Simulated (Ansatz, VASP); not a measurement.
**Mg in VASP and in Ansatz**

File INCAR:

```
SYSTEM = Mg
ALGO = Fast ; EDIFF = 1E-6
ENCUT = 520 ; ISIF = 2
ISMEAR = 0 ; LASPH = .True.
LCHARG = .True. ; LELF = .True.
LREAL = .False. ; LVHAR = .True.
LWAVE = .False. ; NBANDS = 7
NELM = 100 ; PREC = Accurate
SIGMA = 0.15
```

File KPOINTS:

```
k-points
0
Gamma
  22 22 22
  0 0 0
```

The input POSCAR:

```
Mg
1.0
   -1.7785788978      1.7785788978      1.7895766801
    1.7785788978     -1.7785788978      1.7895766801
    1.7785788978      1.7785788978     -1.7895766801
Mg
1
Direct
    0.0000000000      0.0000000000      0.0000000000
```

Input for Ansatz:

```yaml
crystal:
  lattice:
    - [-1.7785788978, 1.7785788978, 1.7895766801]
    - [1.7785788978, -1.7785788978, 1.7895766801]
    - [1.7785788978, 1.7785788978, -1.7895766801]
  atoms:
    - { symbol: Mg, position: [0.0, 0.0, 0.0] }
basis:
  ecutwfc: 420
kpoints:
  mp_grid: { grid: [22, 22, 22] }
hamiltonian:
  xc: lda
scf:
  occupations: { method: gaussian, width: 0.15 }
output:
  forces: true
  stress: true
  eigenvalues: true
```

Alike in both runs: task single point; functional LDA; k mesh 22 × 22 × 22; occupations gaussian, width 0.15 eV; no spin polarisation.

```csv
,VASP,Ansatz
version,VASP 6.6.1,Ansatz 0.2.0
potentials or method,"VASP PAW LDA potentials, release 64 (Mg), cutoff 520 eV","scalar-relativistic, plane waves, PAW"
valence electrons in the cell,2,10
```

```csv
,VASP,Ansatz,Ansatz less VASP
gap on the k mesh at the Fermi level (eV),none,none,-
pressure (GPa),-2.0,-1.7,+0.32
"traceless stress, the component that is largest in VASP (GPa)",0.06,0.05,-0.001
```

LDA's correlation is that of Perdew and Zunger in VASP and of Perdew and Wang (1992) in Ansatz. A gap of «none» marks a metal or a gap that the smearing closes. VASP's potentials hold 2 valence electrons a cell and Ansatz's 10, so a difference there can come from the potentials and not from the codes.
